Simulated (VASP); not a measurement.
Write the native input for VASP 6.6.1 that does the following.

```yaml
Task: single point
Functional: PBE
Potentials_or_basis: VASP PAW PBE potentials, release 64 (Te)
Cutoff: 520 eV
k_mesh: 8 × 8 × 12
Occupations: fermi-dirac, width 0.1 eV
Spin: no spin polarisation
Dipole_correction: no
Further_INCAR_settings: ALGO = Normal; EDIFF = 1e-06; NBANDS = 16
```

The structure of Te lies in POSCAR:

```
Te
1.0
    4.3589691679      0.0000000000      0.0000000000
   -2.1794845839      3.7749780337      0.0000000000
    0.0000000000      0.0000000000      2.6152800840
Te
3
Direct
    0.0000000000      0.0000000000      0.0000000000
    0.3333333333      0.6666666667      0.5000000000
    0.6666666667      0.3333333333      0.5000000000
```

This isn't the form of Te at room conditions, which is trigonal, of chains.

The input as run:

INCAR

```
SYSTEM = Te
PREC = Accurate
ENCUT = 520
EDIFF = 1E-6
ISMEAR = -1
SIGMA = 0.1
LREAL = .False.
LASPH = .True.
NELM = 60
ALGO = Normal
ISIF = 2
LWAVE = .False.
LCHARG = .True.
GGA = PE
LELF = .True.
LVHAR = .True.
NBANDS = 16
```

KPOINTS

```
Automatic mesh
0
Gamma
  8 8 12
  0 0 0
```

Potentials or basis: VASP PAW PBE potentials, release 64 (Te).

Command:

```console
$ cat potpaw_PBE.64/Te/POTCAR > POTCAR
$ mpirun -np 1 vasp_std > vasp.out
```

Results of the run:

```json
{
  "Pressure": "192.2 GPa",
  "Band gap on the k mesh": "zero (bands 9 and 10 overlap by 10.66 eV)"
}
```

Caveat: the cell stands under pressure; spin-orbit coupling is left out, which moves the levels of the heavy elements.

Run time: 55 s on 1 thread of AMD EPYC 7R13, with other jobs on the host, peak memory 0.18 GiB.
